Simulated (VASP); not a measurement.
Here is a VASP 6.6.1 calculation.

INCAR

```
SYSTEM = Al9H
PREC = Accurate
ENCUT = 520
EDIFF = 1E-7
ISMEAR = 0
SIGMA = 0.1
LREAL = Auto
LASPH = .True.
NELM = 60
ALGO = Normal
ISIF = 2
LWAVE = .False.
LCHARG = .False.
LDIPOL = .True.
IDIPOL = 3
DIPOL = 0.5 0.5 0.294
GGA = PE
NBANDS = 44
```

Contents of KPOINTS:

```
regular mesh
0
Gamma
  5 3 1
  0 0 0
```

The input POSCAR:

```
Al9H
1.0
    5.7070863106      0.0000000000      0.0000000000
   -1.4267715776      9.7014842380      0.0000000000
    0.0000000000      0.0000000000     22.7903703519
Al H
18 2
Direct
    0.2662216041      0.0648864163      0.1755127248
    0.7662216041      0.0648864163      0.1755127248
    0.3354806058      0.3419224231      0.2192029854
    0.8354806058      0.3419224231      0.2192029854
    0.1493324061      0.5973296244      0.2279410375
    0.6493324061      0.5973296244      0.2279410375
    0.4631842064      0.8527368258      0.2366790896
    0.9631842065      0.8527368258      0.2366790896
    0.0319772093      0.1277109169      0.2808262502
    0.5319772093      0.1277109169      0.2808262502
    0.0997917601      0.4042231294      0.3301071124
    0.5997917601      0.4042231294      0.3301071124
    0.4144000537      0.6596656514      0.3369822081
    0.9144000537      0.6596656514      0.3369822081
    0.2263076916      0.9110819252      0.3449259130
    0.7263076916      0.9110819252      0.3449259130
    0.2962427243      0.1814072004      0.3857054631
    0.7962427243      0.1814072004      0.3857054631
    0.6062643800      0.3303515454      0.4054506447
    0.6062643800      0.5189126719      0.4054506447
```

Potentials or basis: VASP PAW PBE potentials, release 64 (Al, H).

Command:

```sh
$ cat potpaw_PBE.64/Al/POTCAR potpaw_PBE.64/H/POTCAR > POTCAR
$ mpirun -np 1 vasp_std > vasp.out
```

(1) Predict the band gap on the k mesh.

(2) Predict the largest force.

## Answers

(1) zero (bands 28 and 29 overlap by 0.45 eV).

(2) 1.176 eV/Å.
